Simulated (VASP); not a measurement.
Wanted: the native input for a VASP 6.6.1 run.

| Quantity | Value |
| --- | --- |
| Task | electric field gradients |
| Functional | r2SCAN |
| Potentials or basis | VASP PAW PBE potentials, release 64 (Mg, B, H) |
| Cutoff | 520 eV |
| k mesh | 5 × 5 × 5 |
| Occupations | fermi-dirac, width 0.02 eV |
| Spin | no spin polarisation |
| Dipole correction | no |
| Further INCAR settings | LREAL = Auto; ALGO = Normal; EDIFF = 1e-08; NBANDS = 60 |

The system is MgB2H8.

```xyz
44
Lattice="-3.8666 3.8666 6.1816 3.8666 -3.8666 6.1816 3.8666 3.8666 -6.1816" Properties=species:S:1:pos:R:3 pbc="T T T"
Mg    0.0000    0.0000    3.0908
Mg    0.0000    0.0000    9.2723
Mg    0.0000    3.8666    0.0000
Mg    3.8666    0.0000    0.0000
B     1.9333    3.6119    1.5454
B     1.9333   -0.2547    1.5454
B     1.9333    0.2547    7.7269
B     5.7999    0.2547    1.5454
B    -0.2547    1.9333    4.6362
B     3.6119    1.9333    4.6362
B     4.1213    1.9333   -1.5454
B     4.1213   -1.9333    4.6362
H     1.9495    4.3411    0.5549
H     1.9171    0.4745    0.5549
H     1.9495    0.4745    2.5358
H     1.9171    4.3411    2.5358
H     1.9171   -0.4745    6.7365
H     1.9495    3.3921    6.7365
H     5.7837   -0.4745    2.5358
H     1.9495   -0.4745    8.7174
H     0.4745    1.9171    5.6266
H     0.4745    5.8162   -0.5549
H     4.3411    1.9171    3.6457
H     0.4745    1.9495    3.6457
H     3.3921    1.9495   -0.5549
H     3.3921   -1.9495    5.6266
H     3.3921   -1.9171    3.6457
H     3.3921    1.9171   -2.5358
H     2.9131    2.8880    1.4718
H     0.9535    6.7546    1.4718
H     2.9131   -0.9786    1.6189
H     0.9535    2.8880    1.6189
H     0.9535    0.9786    7.6534
H     2.9131   -2.8880    7.6534
H     4.8201    0.9786    1.6189
H    -0.9535    4.8452    1.6189
H     2.8880    4.8201   -1.4718
H     2.8880    2.9131    4.7097
H     2.8880    0.9535    4.5626
H    -0.9786    2.9131    4.5626
H     0.9786   -0.9535    4.7097
H     0.9786    0.9535   -1.4718
H     4.8452   -0.9535    4.5626
H     0.9786    4.8201    4.5626
```

These files were run (other wordings do the same):

POSCAR

```
MgB2H8
1.0
   -3.8666140000      3.8666140000      6.1815580000
    3.8666140000     -3.8666140000      6.1815580000
    3.8666140000      3.8666140000     -6.1815580000
Mg B H
4 8 32
Direct
    0.2500000000      0.2500000000      0.0000000000
    0.7500000000      0.7500000000      0.0000000000
    0.5000000000      0.0000000000      0.5000000000
    0.0000000000      0.5000000000      0.5000000000
    0.5920680000      0.3750000000      0.7170680000
    0.0920680000      0.3750000000      0.2170680000
    0.6579320000      0.8750000000      0.2829320000
    0.1579320000      0.8750000000      0.7829320000
    0.6250000000      0.3420680000      0.2170680000
    0.6250000000      0.8420680000      0.7170680000
    0.1250000000      0.4079320000      0.7829320000
    0.1250000000      0.9079320000      0.2829320000
    0.6062470000      0.2969860000      0.8134600000
    0.1062470000      0.2927870000      0.3092610000
    0.2664740000      0.4572130000      0.3134600000
    0.7664740000      0.4530140000      0.8092610000
    0.4835260000      0.7927870000      0.1865400000
    0.9835260000      0.7969860000      0.6907390000
    0.1437530000      0.9530140000      0.6865400000
    0.6437530000      0.9572130000      0.1907390000
    0.7030140000      0.5164740000      0.3092610000
    0.7072130000      0.0164740000      0.8134600000
    0.5427870000      0.8562470000      0.8092610000
    0.5469860000      0.3562470000      0.3134600000
    0.2072130000      0.3937530000      0.6907390000
    0.2030140000      0.8937530000      0.1865400000
    0.0469860000      0.7335260000      0.1907390000
    0.0427870000      0.2335260000      0.6865400000
    0.4925040000      0.4957550000      0.7501560000
    0.9925040000      0.2423480000      0.9967490000
    0.0044010000      0.5076520000      0.2501560000
    0.5044010000      0.2542450000      0.4967490000
    0.7455990000      0.7423480000      0.2498440000
    0.2455990000      0.9957550000      0.0032510000
    0.2574960000      0.7542450000      0.7498440000
    0.7574960000      0.0076520000      0.5032510000
    0.5042450000      0.2544010000      0.9967490000
    0.7576520000      0.7544010000      0.7501560000
    0.4923480000      0.7425040000      0.4967490000
    0.7457550000      0.2425040000      0.2501560000
    0.2576520000      0.5074960000      0.0032510000
    0.0042450000      0.0074960000      0.2498440000
    0.2457550000      0.9955990000      0.5032510000
    0.9923480000      0.4955990000      0.7498440000
```

INCAR.step1

```
  PREC = Accurate
  ENCUT = 520
  ISMEAR = -1
  SIGMA = 0.02
  LREAL = Auto
  LASPH = True
  NELM = 100
  NBANDS = 60
  GGA = PE
  ALGO = Normal
  EDIFF = 1E-4
  LWAVE = True
  LCHARG = False
```

INCAR.step2

```
  PREC = Accurate
  ENCUT = 520
  EDIFF = 1E-8
  ISMEAR = -1
  SIGMA = 0.02
  LREAL = Auto
  LASPH = True
  NELM = 100
  ALGO = Normal
  ISIF = 2
  LWAVE = False
  LCHARG = False
  METAGGA = R2SCAN
  LMIXTAU = True
  LEFG = True
  NBANDS = 60
  ISTART = 1
```

KPOINTS

```
Automatic mesh
0
Gamma
  5 5 5
```

Potentials or basis: VASP PAW PBE potentials, release 64 (Mg, B, H).

Run with:

```console
$ cat potpaw_PBE.64/Mg/POTCAR potpaw_PBE.64/B/POTCAR potpaw_PBE.64/H/POTCAR > POTCAR
$ cp INCAR.step1 INCAR
$ mpirun -np 1 vasp_std > vasp.out
$ cp INCAR.step2 INCAR
$ mpirun -np 1 vasp_std > vasp.out
```

Results of the run:

The pressure is -2.0 GPa and the largest force is 0.220 eV/Å. The band gap on the k mesh is 6.70 eV, indirect (least direct gap 6.77 eV).

Caveat: without QUAD_EFG the Cq values of the log hold for a quadrupole moment of 1 mb, not for the nuclei; the PAW data sets were made with another functional, which shifts forces and pressure a little.

It took 49 min on 1 thread of AMD EPYC 7R43 64-Core Processor (Zen 3), on a shared host, peak memory 0.76 GiB.
